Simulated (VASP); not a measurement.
Input of a VASP 6.6.1 run:

Contents of INCAR:

```
SYSTEM = TiCo2
PREC = Accurate ; ENCUT = 520
EDIFF = 1E-7 ; ISMEAR = 0
SIGMA = 0.1 ; LREAL = .False.
LASPH = .True. ; NELM = 150
ALGO = Normal ; ISIF = 2
LWAVE = .False. ; LCHARG = .False.
ISPIN = 2 ; MAGMOM = -0.31 -0.31 0.82 0.82 0.82 0.82
LORBIT = 11 ; LMAXMIX = 4
GGA = PS ; NBANDS = 43
```

Contents of KPOINTS:

```
Automatic mesh
0
Gamma
  4 4 4
  0 0 0
```

Contents of POSCAR:

```
TiCo2
1.0
    0.0000000000      3.2823608136      3.2823608136
    3.2823608136      0.0000000000      3.2823608136
    3.2823608136      3.2823608136      0.0000000000
Ti Co
2 4
Direct
    0.5000000000      0.5000000000      0.5000000000
    0.7500000000      0.7500000000      0.7500000000
    0.1250000000      0.1250000000      0.1250000000
    0.6250000000      0.1250000000      0.1250000000
    0.1250000000      0.1250000000      0.6250000000
    0.1250000000      0.6250000000      0.1250000000
```

Potentials or basis: VASP PAW PBE potentials, release 64 (Ti_sv, Co).

Run with:

```console
$ cat potpaw_PBE.64/Ti_sv/POTCAR potpaw_PBE.64/Co/POTCAR > POTCAR
$ mpirun -np 1 vasp_std > vasp.out
```

Q: What does it give for the pressure?

A: -0.9 GPa.

Q: Predict the site moments.

A: Ti -0.12; Co +0.46 μB.

Q: Predict the net moment.

A: 1.54 μB per cell.

Caveat: the k points lie up to 0.41 Å⁻¹ apart; the PAW data sets were made with another functional, which shifts forces and pressure a little.
